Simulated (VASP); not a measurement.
A run of VASP 6.6.1:

Contents of INCAR:

```
PREC = Accurate
ENCUT = 520
EDIFF = 1E-6
ISMEAR = 0
SIGMA = 0.1
LREAL = False
LASPH = True
NELM = 100
ALGO = Normal
ISIF = 2
LWAVE = False
LCHARG = False
GGA = PS
NBANDS = 13
```

KPOINTS

```
Automatic mesh
0
Gamma
  16 16 16
```

File POSCAR:

```
Ge
1.0
    1.2837005012     -2.5374014767      0.0000000000
    1.2837005012      2.5374014767      0.0000000000
    0.0000000000      0.0000000000      2.7987940694
Ge
1
Direct
    0.5000000000      0.5000000000      0.0000000000
```

Potentials or basis: VASP PAW PBE potentials, release 64 (Ge_d).

Run with:

```console
$ cat potpaw_PBE.64/Ge_d/POTCAR > POTCAR
$ mpirun -np 1 vasp_std > vasp.out
```

Hardware: 1 thread of Intel(R) Xeon(R) 6975P-C (Granite Rapids) (shared host).

Q: Estimate the wall time of this run.

A: Run time: 41 s on 1 thread of Intel(R) Xeon(R) 6975P-C (Granite Rapids), with other jobs on the host, peak memory 0.25 GiB. Counts: scf iterations 10, k points 657.
